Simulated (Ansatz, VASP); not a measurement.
**CoO in VASP and in Ansatz**

File INCAR:

```
PREC     = Accurate       # precision mode
ENCUT    = 520            # plane-wave cutoff, eV
EDIFF    = 1E-7           # SCF threshold, eV
ISMEAR   = -1             # smearing method
SIGMA    = 0.05           # smearing width, eV
LREAL    = F              # projectors in reciprocal space
LASPH    = T              # aspherical terms in the spheres
NELM     = 150            # most SCF steps
ALGO     = Normal         # electronic algorithm
ISIF     = 2              # what is computed and relaxed
LWAVE    = F              # write WAVECAR
LCHARG   = F              # write CHGCAR
ISPIN    = 2              # spin polarisation
MAGMOM   = 2 0            # initial moments
LORBIT   = 11             # projections on sites
LMAXMIX  = 4              # l up to which the mixer works
GGA      = PE             # functional
NBANDS   = 18             # bands
```

KPOINTS

```
regular mesh
0
Gamma
  16 16 16
```

POSCAR

```
CoO
1.0
   -0.0213150000      2.1208425000      2.1208425000
    2.1208425000     -0.0213150000      2.1208425000
    2.1208425000      2.1208425000     -0.0213150000
Co O
1 1
Direct
    0.0000000000      0.0000000000      0.0000000000
    0.5000000000      0.5000000000      0.5000000000
```

Input for Ansatz:

```yaml
crystal:
  lattice:
    - [-0.021315, 2.1208425, 2.1208425]
    - [2.1208425, -0.021315, 2.1208425]
    - [2.1208425, 2.1208425, -0.021315]
  atoms:
    - { symbol: Co, position: [0.0, 0.0, 0.0], spin: 2.0 }
    - { symbol: O, position: [0.5, 0.5, 0.5] }
magnetization:
  spin_polarized: true
kpoints:
  mp_grid: { grid: [16, 16, 16] }
  band_path:
    path:
      - [0.0, 0.0, 0.0]
      - [0.5, 0.5, 0.5]
      - [0.2525443832, 0.5, 0.7474556168]
      - [-0.2525443832, 0.2525443832, 0.5]
      - [0.0, 0.0, 0.5]
      - [0.0, 0.0, 0.0]
      - [-0.3762721916, 0.0, 0.3762721916]
      - [0.0, 0.3762721916, 0.6237278084]
      - [0.0, 0.5, 0.5]
    npoints: 5
scf:
  occupations: { method: fermi_dirac, width: 0.05 }
hamiltonian:
  xc: pbe
  pseudopotentials: { kind: all_electron, lapw: { basis_error: 0.0005 } }
output:
  forces: true
  stress: true
  eigenvalues: true
```

Change from the starting cell: equal xy, yz and zx shear strains of -1 %.

Alike in both runs: task single point; functional PBE; k mesh 16 × 16 × 16; occupations fermi-dirac, width 0.05 eV; collinear spin.

|  | VASP | Ansatz |
| --- | --- | --- |
| version | VASP 6.6.1 | Ansatz 0.2.0 |
| potentials or method | VASP PAW PBE potentials, release 64 (Co, O), cutoff 520 eV | all-electron LAPW, scalar-relativistic |

VASP gave:

- pressure (GPa): -2.4
- traceless stress, the component that is largest in VASP (GPa): -0.23
- net moment per atom (μB): 1.45
- size of the moment on the site where the two differ most (μB): 2.56

Question: Which values does Ansatz return?

Answer: Pressure (GPa): -1.8; traceless stress, the component that is largest in VASP (GPa): -0.27; net moment per atom (μB): 1.47; size of the moment on the site where the two differ most (μB): 2.60.

Site moments also hang on the region over which each program counts them. Ansatz ran all-electron here, and VASP with PAW potentials.
